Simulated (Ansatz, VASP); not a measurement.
# One calculation of WC, two programs

Contents of POSCAR:

```
WC
1.0
    0.0000000000      2.0830498000      2.2475011000
    2.0830498000      0.0000000000      2.2475011000
    2.0830498000      2.0830498000      0.0000000000
W C
1 1
Direct
    0.0000000000      0.0000000000      0.0000000000
    0.5000000000      0.5000000000      0.5000000000
```

INCAR.step1

```
ALGO = Normal ; EDIFF = 1E-4
ENCUT = 520 ; GGA = PE
ISMEAR = 0 ; LASPH = T
LCHARG = F ; LREAL = F
LWAVE = T ; NBANDS = 16
NELM = 60 ; PREC = Accurate
SIGMA = 0.15
```

INCAR.step2

```
ALGO = Normal ; EDIFF = 1E-6
ENCUT = 520 ; ISIF = 2
ISMEAR = 0 ; ISTART = 1
LASPH = T ; LCHARG = F
LMIXTAU = T ; LREAL = F
LWAVE = F ; METAGGA = R2SCAN
NBANDS = 16 ; NELM = 60
PREC = Accurate ; SIGMA = 0.15
```

Contents of KPOINTS:

```
k-points
0
Gamma
  18 18 18
```

Input for Ansatz:

```yaml
crystal:
  lattice:
    - [0.0, 2.0830498, 2.2475011]
    - [2.0830498, 0.0, 2.2475011]
    - [2.0830498, 2.0830498, 0.0]
  atoms:
    - { symbol: W, position: [0.0, 0.0, 0.0] }
    - { symbol: C, position: [0.5, 0.5, 0.5] }
basis:
  ecutwfc: 500
kpoints:
  mp_grid: { grid: [18, 18, 18] }
hamiltonian:
  xc: r2scan
scf:
  occupations: { method: gaussian, width: 0.15 }
output:
  forces: true
  stress: true
  eigenvalues: true
```

Change from the starting cell: strain -0.050 along x and y, +0.025 along z, atoms carried along.

Alike in both runs: task single point; functional r2SCAN; k mesh 18 × 18 × 18; occupations gaussian, width 0.15 eV; no spin polarisation.

|  | VASP | Ansatz |
| --- | --- | --- |
| version | VASP 6.6.1 | Ansatz 0.2.0 |
| potentials or method | VASP PAW PBE potentials, release 64 (W_sv, C), cutoff 520 eV | scalar-relativistic, plane waves, PAW |
| valence electrons in the cell | 18 | 18 |

VASP gave:

```
gap on the k mesh at the Fermi level (eV)                     : none
pressure (GPa)                                                : 35.5
traceless stress, the component that is largest in VASP (GPa) : -35.52
```

Q: What did Ansatz give for the same quantities?

A: gap on the k mesh at the Fermi level (eV): none; pressure (GPa): 33.3; traceless stress, the component that is largest in VASP (GPa): -35.43.

VASP's potentials were made for PBE, not for r2SCAN. A gap of «none» marks a metal or a gap that the smearing closes. Both programs put the cell under a high pressure, so it lies far from rest at this level.

Spin-orbit coupling is off throughout.
